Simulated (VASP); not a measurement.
Wanted: the native input for a VASP 6.6.1 run.

```
Task                   : relaxation of cell and atoms
Functional             : PBE
Potentials or basis    : VASP PAW PBE potentials, release 64 (Ag, Cl)
Cutoff                 : 600 eV
k mesh                 : 10 × 10 × 10
Occupations            : gaussian, width 0.02 eV
Spin                   : no spin polarisation
Dipole correction      : no
Further INCAR settings : ALGO = Normal; EDIFF = 1e-07; IBRION = 2; EDIFFG = -0.01; NSW = 100; ISIF = 3
```

The structure of AgCl lies in POSCAR:

```
AgCl
1.0
   -2.1482423919      2.1482423919      3.0118143214
    2.1482423919     -2.1482423919      3.0118143214
    2.1482423919      2.1482423919     -3.0118143214
Ag Cl
1 1
Direct
    0.0000000000      0.0000000000      0.0000000000
    0.2500000000      0.7500000000      0.5000000000
```

The cell was built from a structure type or drawn by symmetry, and may not be a known phase.

These files were run (other wordings do the same):

INCAR

```
SYSTEM = AgCl
  ALGO = Normal
  EDIFF = 1E-7
  EDIFFG = -0.01
  ENCUT = 600
  GGA = PE
  IBRION = 2
  ISIF = 3
  ISMEAR = 0
  LASPH = .True.
  LCHARG = .False.
  LREAL = .False.
  LWAVE = .False.
  NELM = 80
  NSW = 100
  PREC = Accurate
  SIGMA = 0.02
```

KPOINTS

```
k-points
0
Gamma
  10 10 10
  0 0 0
```

Potentials or basis: VASP PAW PBE potentials, release 64 (Ag, Cl).

Run with:

```sh
$ cat potpaw_PBE.64/Ag/POTCAR potpaw_PBE.64/Cl/POTCAR > POTCAR
$ mpirun -np 1 vasp_std > vasp.out
```

Results of the run:

The relaxed volume is 27.75 Å³/atom. The relaxed cell is a = 4.275 Å, b = 4.275 Å, c = 4.275 Å, α = 119.72°, β = 119.72°, γ = 90.48°, the space group after relaxing (to 0.1 Å) is F-43m (No. 216) and the energy gained by relaxing is 0.0 meV/atom. The ionic steps are 2. The pressure after relaxing is 0.0 GPa and the band gap on the k mesh is 1.28 eV.

Wall time 46 s on 1 thread of Intel(R) Xeon(R) 6975P-C (Granite Rapids), on a shared host, peak memory 0.27 GiB.
